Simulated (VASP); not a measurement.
Crystal: AlGa3P4.

```
Al P Ga
1.0
     3.67228    0.00000    0.00000
     0.00000    7.34455    0.00000
     0.00000    0.00000    5.19338
Al P Ga
1 4 3
Direct
  0.00000 0.00000 0.00000
  0.50000 0.00000 0.25000
  0.00000 0.25000 0.75000
  0.50000 0.50000 0.25000
  0.00000 0.75000 0.75000
  0.50000 0.25000 0.50000
  0.00000 0.50000 0.00000
  0.50000 0.75000 0.50000
```

- Program: VASP 6.6.1
- Task: relaxation of cell and atoms
- Functional: PBE
- Potentials or basis: VASP PAW PBE potentials, release 64 (Al, P, Ga_d)
- Cutoff: 600 eV
- k mesh: 6 × 4 × 4
- Occupations: fermi-dirac, width 0.02 eV
- Spin: no spin polarisation

At the start: pressure 20.0 GPa; volume 17.51 Å³/atom.

Question: How do energy, volume and symmetry change on relaxing?

Answer: Over 11 steps the energy falls by 180.0 meV/atom and the volume is 20.86 Å³/atom (+19.2 %); space group Pmm2 (No. 25, to 0.1 Å) before and after.

Step by step:
```csv
step,energy change (eV),largest force (eV/Å),pressure (GPa),volume (Å³)
1,0.0000,0.0425,20.03,140.07
2,-0.8599,0.1096,-7.40,189.29
3,-1.4395,0.0695,-0.07,167.10
4,-1.4393,0.0685,0.20,166.53
5,-1.4397,0.0274,0.19,166.54
6,-1.4397,0.0104,0.19,166.54
7,-1.4400,0.0065,-0.01,166.98
8,-1.4400,0.0068,0.01,166.96
9,-1.4400,0.0065,-0.01,166.97
10,-1.4400,0.0050,0.01,166.94
11,-1.4400,0.0039,0.02,166.92
```

Final structure:
```
CELL_PARAMETERS angstrom
3.89599 0.00000 0.00000
0.00000 7.78748 0.00000
0.00000 0.00000 5.50156
ATOMIC_POSITIONS crystal
Al 0.00000 0.00000 0.00037
P 0.50000 0.00000 0.24884
P 0.00000 0.24959 0.75053
P 0.50000 0.50000 0.24979
P 0.00000 0.75041 0.75053
Ga 0.50000 0.25024 0.50004
Ga 0.00000 0.50000 0.99988
Ga 0.50000 0.74976 0.50004
```

Caveat: the volume moved by over 15 % at a fixed basis, so the end points are rough.
